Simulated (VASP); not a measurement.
# Ba (Fm-3m) in VASP: notebook

Ba is run at these levels: PBE, PBE+D4; tasks: single point.

Everything below comes from runs of VASP 6.6.1. Logs are shortened: lines on timing, memory, paths and dates and some standing lists are left out, and cuts for length are marked.

## Step 1: The cell of the first run

It takes space group Fm-3m (No. 225, cubic). Conventional cell: a = 6.469 Å, b = 6.469 Å, c = 6.469 Å, α = 90.00°, β = 90.00°, γ = 90.00°.

This isn't the form of Ba at room conditions, which is bcc.

## Step 2: Single point, PBE (67.68 Å³/atom)

The input, INCAR:

```
PREC = Accurate ; ENCUT = 520
EDIFF = 1E-6 ; ISMEAR = 0
SIGMA = 0.1 ; LREAL = False
LASPH = True ; NELM = 100
ALGO = Normal ; ISIF = 2
LWAVE = False ; LCHARG = False
GGA = PE ; NBANDS = 11
```

The input, KPOINTS:

```
regular mesh
0
Gamma
  12 12 12
```

The input, POSCAR:

```
Ba
1.0
    0.0000000000      3.2345508176      3.2345508176
    3.2345508176      0.0000000000      3.2345508176
    3.2345508176      3.2345508176      0.0000000000
Ba
1
Direct
    0.0000000000      0.0000000000      0.0000000000
```

Potentials or basis: VASP PAW PBE potentials, release 64 (Ba_sv).

Run with:

```sh
> cat potpaw_PBE.64/Ba_sv/POTCAR > POTCAR
> mpirun -np 1 vasp_std > vasp.out
```

OUTCAR:

```text
PREC = Accurate
   ENCUT = 520
   EDIFF = 1E-6
   ISMEAR = 0
   LREAL = False
   LASPH = True
   NELM = 100
   ISIF = 2
   GGA = PE

 ion  position               nearest neighbor table
   1  0.000  0.000  0.000-

  LATTYP: Found a face centered cubic cell.
 ALAT       =     6.4691016352

  Lattice vectors:

 A1 = (   0.0000000000,   3.2345508176,   3.2345508176)
 A2 = (   3.2345508176,   0.0000000000,   3.2345508176)
 A3 = (   3.2345508176,   3.2345508176,   0.0000000000)

Analysis of symmetry for initial positions (statically):
=====================================================================
 Subroutine PRICEL returns:
 Original cell was already a primitive cell.

 Routine SETGRP: Setting up the symmetry group for a
 face centered cubic supercell.

 Subroutine GETGRP returns: Found 48 space group operations
 (whereof 48 operations were pure point group operations)
 out of a pool of 48 trial point group operations.

The static configuration has the point symmetry O_h .

Analysis of symmetry for dynamics (positions and initial velocities):
=====================================================================
 Subroutine PRICEL returns:
 Original cell was already a primitive cell.

 Routine SETGRP: Setting up the symmetry group for a
 face centered cubic supercell.

 Subroutine GETGRP returns: Found 48 space group operations
 (whereof 48 operations were pure point group operations)
 out of a pool of 48 trial point group operations.

The dynamic configuration has the point symmetry O_h .

 Subroutine INISYM returns: Found 48 space group operations
 (whereof 48 operations are pure point group operations),
 and found     1 'primitive' translations

----------------------------------------------------------------------------------------

                                     Primitive cell

  volume of cell :      67.6818

  direct lattice vectors                    reciprocal lattice vectors
     0.000000000  3.234550818  3.234550818    -0.154580969  0.154580969  0.154580969
     3.234550818  0.000000000  3.234550818     0.154580969 -0.154580969  0.154580969
     3.234550818  3.234550818  0.000000000     0.154580969  0.154580969 -0.154580969

  length of vectors
     4.574345634  4.574345634  4.574345634     0.267742092  0.267742092  0.267742092

  position of ions in fractional coordinates (direct lattice)
     0.000000000  0.000000000  0.000000000

  ion indices of the primitive-cell ions
   primitive index   ion index
                 1           1

----------------------------------------------------------------------------------------

 KPOINTS: regular mesh

Automatic generation of k-mesh.
 Grid dimensions read from file:
 generate k-points for:   12   12   12

 Generating k-lattice:

  Cartesian coordinates                     Fractional coordinates (reciprocal lattice)
    -0.012881747  0.012881747  0.012881747     0.083333333  0.000000000  0.000000000
     0.012881747 -0.012881747  0.012881747     0.000000000  0.083333333  0.000000000
     0.012881747  0.012881747 -0.012881747     0.000000000  0.000000000  0.083333333

  Length of vectors
     0.022311841  0.022311841  0.022311841

  Shift w.r.t. Gamma in fractional coordinates (k-lattice)
     0.000000000  0.000000000  0.000000000

 Subroutine IBZKPT returns following result:
 ===========================================

 Found     72 irreducible k-points:

 Following reciprocal coordinates:
            Coordinates               Weight
  0.000000  0.000000  0.000000      1.000000
  0.083333  0.000000  0.000000      8.000000
  0.166667  0.000000  0.000000      8.000000
  0.250000  0.000000  0.000000      8.000000
  0.333333  0.000000  0.000000      8.000000
  0.416667  0.000000  0.000000      8.000000
[... 16 lines left out ...]
  0.500000  0.166667  0.000000     24.000000
 -0.416667  0.166667  0.000000     24.000000
 [... further k-points ...]
   k-points           NKPTS =     72   k-points in BZ     NKDIM =     72   number of bands    NBANDS=     11
   number of dos      NEDOS =    301   number of ions     NIONS =      1
   total plane-waves  NPLWV =  46656
   dimension x,y,z NGX =    36 NGY =   36 NGZ =   36
   dimension x,y,z NGXF=    72 NGYF=   72 NGZF=   72
   ions per type =               1
   NGX,Y,Z   is equivalent  to a cutoff of  13.08, 13.08, 13.08 a.u.
   NGXF,Y,Z  is equivalent  to a cutoff of  26.17, 26.17, 26.17 a.u.
 SYSTEM =  unknown system
   PREC   = accura    normal or accurate (medium, high low for compatibility)
   ISTART =      0    job   : 0-new  1-cont  2-samecut
   ICHARG =      2    charge: 1-file 2-atom 10-const
   ISPIN  =      1    spin polarized calculation?
   LNONCOLLINEAR =      F non collinear calculations
   LSORBIT =      F    spin-orbit coupling
   LASPH  =      T    aspherical Exc in radial PAW
   ENCUT  =  520.0 eV  38.22 Ry    6.18 a.u.   8.51  8.51  8.51*2*pi/ulx,y,z
   NELM   =    100;   NELMIN=  2; NELMDL= -5     # of ELM steps
   EDIFF  = 0.1E-05   stopping-criterion for ELM
   LREAL  =      F    real-space projection
   EDIFFG = 0.1E-04   stopping-criterion for IOM
   NSW    =      0    number of steps for IOM
   IBRION =     -1    ionic relax: 0-MD 1-quasi-New 2-CG
   NFREE  =      0    steps in history (QN), initial steepest desc. (CG)
   ISIF   =      2    stress and relaxation
   ISYM   =      2    0-nonsym 1-usesym 2-fastsym
   POTIM  = 0.5000    time-step for ionic-motion
   TEBEG  =    0.0;   TEEND  =   0.0 temperature during run
   PSTRESS=    0.0 pullay stress
   NELECT =      10.0000    total number of electrons
   NUPDOWN=      -1.0000    fix difference up-down
   EMIN   =  10.00;   EMAX   =-10.00  energy-range for DOS
   EFERMI =   0.00;   METHOD = LEGACY
   ISMEAR =     0;   SIGMA  =   0.10  broadening in eV -4-tet -1-fermi 0-gaus
   EFERMI_NEDOS =   21; number of points for ismear=-14 and -15
   IALGO  =     38    algorithm
   IMIX   =      4    mixing-type and parameters
     AMIX     =   0.40;   BMIX     =  1.00
     AMIX_MAG =   1.60;   BMIX_MAG =  1.00
  volume/ion in A,a.u.               =      67.68       456.74
  Fermi-wavevector in a.u.,A,eV,Ry     =   0.865468  1.635497 10.191230  0.749034
  Thomas-Fermi vector in A             =   1.983715
   LORBIT       =      0    0 simple, 1 ext, 2 COOP (PROOUT), +10 PAW based schemes
   GGA     = PE    functional components
   LHFCALC =     F    Hartree Fock is set to
   AEXX    =    0.0000 exact exchange contribution
   IVDW    =     0    specifies the selected vdW correction
   LEPSILON=     F    determine dielectric tensor
   LRPA    =     F    only Hartree local field effects (RPA)
 non-spin polarized calculation
 Gauss-broadening in eV      SIGMA  =   0.10
  energy-cutoff  :      520.00
  volume of cell :       67.68
 maximum number of plane-waves:      1853
 NGX is ok and might be reduce to    36
   NGX = 17   NGY = 17   NGZ = 17

 number of electron      10.0000000 magnetization

 Free energy of the ion-electron system (eV)
  ---------------------------------------------------
  ext. energy  EPLUGINS =         0.00000000
  ---------------------------------------------------
  free energy    TOTEN  =        -1.89112624 eV

  energy without entropy =       -1.88262323  energy(sigma->0) =       -1.88687473

 E-fermi :   1.4873     XC(G=0):  -7.1835

 val. band max:        1.4841871361   @ k =  -0.2500   0.4167   0.1667
 cond. band min:       1.4877581130   @ k =  -0.3333   0.3333   0.0000
 fundamental gap:      0.0035709770
 Fermi energy:         1.4873123523

 k-point     1 :       0.0000    0.0000    0.0000
  band No.  band energies     occupation
      1     -27.5760      2.00000
      2     -12.5648      2.00000
      3     -12.5648      2.00000
      4     -12.5648      2.00000
      5      -1.2969      2.00000
      6       3.1488      0.00000
      7       3.1488      0.00000
      8       3.1488      0.00000
      9       4.5863      0.00000
     10       4.5863      0.00000
     11       7.2847      0.00000

 k-point     2 :       0.0833    0.0000    0.0000
  band No.  band energies     occupation
      1     -27.5741      2.00000
      2     -12.5905      2.00000
      3     -12.5681      2.00000
      4     -12.5681      2.00000
      5      -1.1836      2.00000
      6       3.0075      0.00000
      7       3.2036      0.00000
      8       3.2036      0.00000
      9       4.5139      0.00000
     10       4.5139      0.00000
     11       7.5616      0.00000

 k-point     3 :       0.1667    0.0000    0.0000
  band No.  band energies     occupation
      1     -27.5688      2.00000
      2     -12.6596      2.00000
      3     -12.5771      2.00000
      4     -12.5771      2.00000
      5      -0.8636      2.00000
      6       2.6958      0.00000
      7       3.3115      0.00000
      8       3.3115      0.00000
      9       4.4132      0.00000
     10       4.4132      0.00000
     11       7.8839      0.00000

 k-point     4 :       0.2500    0.0000    0.0000
  band No.  band energies     occupation
      1     -27.5616      2.00000
      2     -12.7514      2.00000
      3     -12.5893      2.00000
      4     -12.5892      2.00000
      5      -0.4010      2.00000
      6       2.3951      0.00000
      7       3.3113      0.00000
      8       3.3113      0.00000
      9       4.5425      0.00000
     10       4.5425      0.00000
     11       7.3847      0.00000

 k-point     5 :       0.3333    0.0000    0.0000
  band No.  band energies     occupation
      1     -27.5543      2.00000
      2     -12.8406      2.00000
      3     -12.6013      2.00000
      4     -12.6013      2.00000
      5       0.0813      2.00000
      6       2.2329      0.00000
      7       3.1837      0.00000
      8       3.1837      0.00000
      9       4.9552      0.00000
     10       4.9552      0.00000
     11       6.9836      0.00000

 k-point     6 :       0.4167    0.0000    0.0000
  band No.  band energies     occupation
      1     -27.5490      2.00000
      2     -12.9043      2.00000
      3     -12.6101      2.00000
      4     -12.6101      2.00000
      5       0.4155      2.00000
      6       2.2572      0.00000
      7       3.0620      0.00000
      8       3.0620      0.00000
      9       5.4396      0.00000
     10       5.4396      0.00000
     11       6.8320      0.00000

 k-point     7 :       0.5000    0.0000    0.0000
  band No.  band energies     occupation
      1     -27.5470      2.00000
      2     -12.9273      2.00000
      3     -12.6134      2.00000
      4     -12.6134      2.00000
      5       0.5216      2.00000
      6       2.3192      0.00000
      7       3.0159      0.00000
      8       3.0159      0.00000
      9       5.6769      0.00000
     10       5.6769      0.00000
     11       7.0102      0.00000

 k-point     8 :       0.0833    0.0833    0.0000
  band No.  band energies     occupation
      1     -27.5734      2.00000
      2     -12.5900      2.00000
      3     -12.5738      2.00000
      4     -12.5738      2.00000
      5      -1.1458      2.00000
      6       2.9445      0.00000
      7       3.2370      0.00000
      8       3.2370      0.00000
      9       4.3221      0.00000
     10       4.6452      0.00000
     11       7.6606      0.00000
[... 141 lines left out ...]
 k-point    19 :       0.1667    0.1667    0.0000
  band No.  band energies     occupation
      1     -27.5664      2.00000
      2     -12.6567      2.00000
      3     -12.5980      2.00000
      4     -12.5980      2.00000
      5      -0.7199      2.00000
      6       2.4968      0.00000
      7       3.5022      0.00000
      8       3.5022      0.00000
      9       3.7007      0.00000
     10       4.8142      0.00000
     11       8.6161      0.00000

 k-point    20 :       0.2500    0.1667    0.0000
  band No.  band energies     occupation
      1     -27.5609      2.00000
      2     -12.7157      2.00000
      3     -12.6133      2.00000
      4     -12.6111      2.00000
      5      -0.3696      2.00000
      6       2.2544      0.00000
      7       3.2432      0.00000
      8       3.6487      0.00000
      9       3.8780      0.00000
     10       4.9482      0.00000
     11       8.6246      0.00000

 k-point    21 :       0.3333    0.1667    0.0000
  band No.  band energies     occupation
      1     -27.5544      2.00000
      2     -12.7893      2.00000
      3     -12.6279      2.00000
      4     -12.6265      2.00000
      5       0.0930      2.00000
      6       2.0652      0.00000
      7       2.8873      0.00000
      8       3.6468      0.00000
      9       4.3725      0.00000
     10       5.2433      0.00000
     11       8.0293      0.00000

 k-point    22 :       0.4167    0.1667    0.0000
  band No.  band energies     occupation
      1     -27.5484      2.00000
      2     -12.8532      2.00000
      3     -12.6487      2.00000
      4     -12.6341      2.00000
      5       0.5515      2.00000
      6       1.9684      0.00000
      7       2.6785      0.00000
      8       3.5297      0.00000
      9       4.9897      0.00000
     10       5.6184      0.00000
     11       7.3244      0.00000

 k-point    23 :       0.5000    0.1667    0.0000
  band No.  band energies     occupation
      1     -27.5447      2.00000
      2     -12.8908      2.00000
      3     -12.6680      2.00000
      4     -12.6342      2.00000
      5       0.8521      2.00000
      6       1.9446      0.00000
      7       2.6612      0.00000
      8       3.4124      0.00000
      9       5.5835      0.00000
     10       5.7228      0.00000
     11       6.7112      0.00000

 k-point    24 :      -0.4167    0.1667    0.0000
  band No.  band energies     occupation
      1     -27.5442      2.00000
      2     -12.8939      2.00000
      3     -12.6800      2.00000
      4     -12.6267      2.00000
      5       0.9123      2.00000
      6       1.9867      0.00000
      7       2.6489      0.00000
      8       3.3614      0.00000
      9       5.3551      0.00000
     10       5.8990      0.00000
     11       6.7427      0.00000

 [... further k-points ...]
[... 5 lines left out ...]
  --------------------------------------------------------------------------------------
  -------------------------------------------------------------------------------------
  Total       -0.1667853     -0.1667853     -0.1667853      0.0000000      0.0000000     -0.0000000
  in kB       -3.9481757     -3.9481757     -3.9481757      0.0000000      0.0000000     -0.0000000
  external PRESSURE =      -3.9481757 kB  Pullay stress =       0.0000000 kB

 VOLUME and BASIS-vectors are now :
 -----------------------------------------------------------------------------
  energy-cutoff  :      520.00
  volume of cell :       67.68
      direct lattice vectors                 reciprocal lattice vectors
     0.000000000  3.234550818  3.234550818    -0.154580969  0.154580969  0.154580969
     3.234550818  0.000000000  3.234550818     0.154580969 -0.154580969  0.154580969
     3.234550818  3.234550818  0.000000000     0.154580969  0.154580969 -0.154580969

 POSITION                                       TOTAL-FORCE (eV/Angst)
 -----------------------------------------------------------------------------------
      0.00000      0.00000      0.00000         0.000000      0.000000      0.000000
 -----------------------------------------------------------------------------------
    total drift:                               -0.000000      0.000000      0.000000

  FREE ENERGIE OF THE ION-ELECTRON SYSTEM (eV)
  ---------------------------------------------------
  free  energy   TOTEN  =        -1.8911262373 eV

  energy  without entropy=       -1.8826232315  energy(sigma->0) =       -1.88687473
```

Wall time 14 s (1 thread of Intel Xeon 6975P-C (Granite Rapids), shared host); peak memory 0.22 GiB.

What came out:

```
Free energy            : -1.8911 eV
Pressure               : -0.4 GPa
Band gap on the k mesh : zero (bands 5 and 6 overlap by 0.23 eV)
```

Caveat: spin-orbit coupling is left out, which moves the levels of the heavy elements.

(Continued in part 2 of 2.)
